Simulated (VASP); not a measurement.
Write the native input for VASP 6.6.1 that does the following.

```
Task                   : single point
Functional             : PBEsol
Potentials or basis    : VASP PAW PBE potentials, release 64 (Ru_pv)
Cutoff                 : 520 eV
k mesh                 : 18 × 18 × 10
Occupations            : gaussian, width 0.15 eV
Spin                   : no spin polarisation
Dipole correction      : no
Further INCAR settings : ALGO = Normal; EDIFF = 1e-06; NBANDS = 21
```

The structure of Ru lies in POSCAR:

```
Ru
1.0
    2.5014000000      0.0000000000      0.0000000000
   -1.2507000000      2.1662759450      0.0000000000
    0.0000000000      0.0000000000      4.7627000000
Ru
2
Direct
    0.3333333333      0.6666666667      0.2500000000
    0.6666666667      0.3333333333      0.7500000000
```

One way to write it, as run:

INCAR

```
SYSTEM = Ru
  PREC = Accurate
  ENCUT = 520
  EDIFF = 1E-6
  ISMEAR = 0
  SIGMA = 0.15
  LREAL = .False.
  LASPH = .True.
  NELM = 80
  ALGO = Normal
  ISIF = 2
  LWAVE = .False.
  LCHARG = .False.
  GGA = PS
  NBANDS = 21
```

KPOINTS

```
regular mesh
0
Gamma
  18 18 10
  0 0 0
```

Potentials or basis: VASP PAW PBE potentials, release 64 (Ru_pv).

Run with:

```console
$ cat potpaw_PBE.64/Ru_pv/POTCAR > POTCAR
$ mpirun -np 1 vasp_std > vasp.out
```

Results of the run:

```json
{
 "Pressure": "25.5 GPa",
 "Band gap on the k mesh": "zero (band 14 reaches 15.08 eV, above the bottom of band 15 at 12.57 eV)"
}
```

Caveat: the PAW data sets were made with another functional, which shifts forces and pressure a little.

It took 40 s on 1 thread of Intel(R) Xeon(R) 6975P-C (Granite Rapids), with other jobs on the host, peak memory 0.21 GiB.
